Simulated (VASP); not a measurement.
Set up this calculation in VASP 6.6.1, as the native input.

```
Task                   : single point
Functional             : LDA
Potentials or basis    : VASP PAW LDA potentials, release 64 (C)
Cutoff                 : 520 eV
k mesh                 : 12 × 12 × 12
Occupations            : gaussian, width 0.05 eV
Spin                   : no spin polarisation
Dipole correction      : no
Further INCAR settings : ALGO = Normal; EDIFF = 1e-06; NBANDS = 11
```

The structure of C lies in POSCAR:

```
C
1.0
    0.0000000000      1.7374637683      1.7798578843
    1.7374637683      0.0000000000      1.7798578843
    1.7374637683      1.7374637683      0.0000000000
C
2
Direct
    0.5000000000      0.5000000000      0.5000000000
    0.7500000000      0.7500000000      0.7500000000
```

This cell differs from its parent crystal: volume 5.373 Å^3 an atom, c/a of the conventional cell 1.0244.

These files were run (other wordings do the same):

INCAR

```
ALGO = Normal
EDIFF = 1E-6
ENCUT = 520
GGA = CA
ISIF = 2
ISMEAR = 0
LASPH = True
LCHARG = False
LREAL = False
LWAVE = False
NBANDS = 11
NELM = 80
PREC = Accurate
SIGMA = 0.05
```

KPOINTS

```
k-points
0
Gamma
  12 12 12
```

Potentials or basis: VASP PAW LDA potentials, release 64 (C).

Command:

```console
$ cat potpaw_LDA.64/C/POTCAR > POTCAR
$ mpirun -np 1 vasp_std > vasp.out
```

Results of the run:

```yaml
Pressure: 13.8 GPa
Band_gap_on_the_k_mesh: 3.94 eV, indirect (least direct gap 5.47 eV)
```

Wall time 9.1 s on 1 thread of Intel Xeon 6975P-C (shared host), peak memory 0.12 GiB.
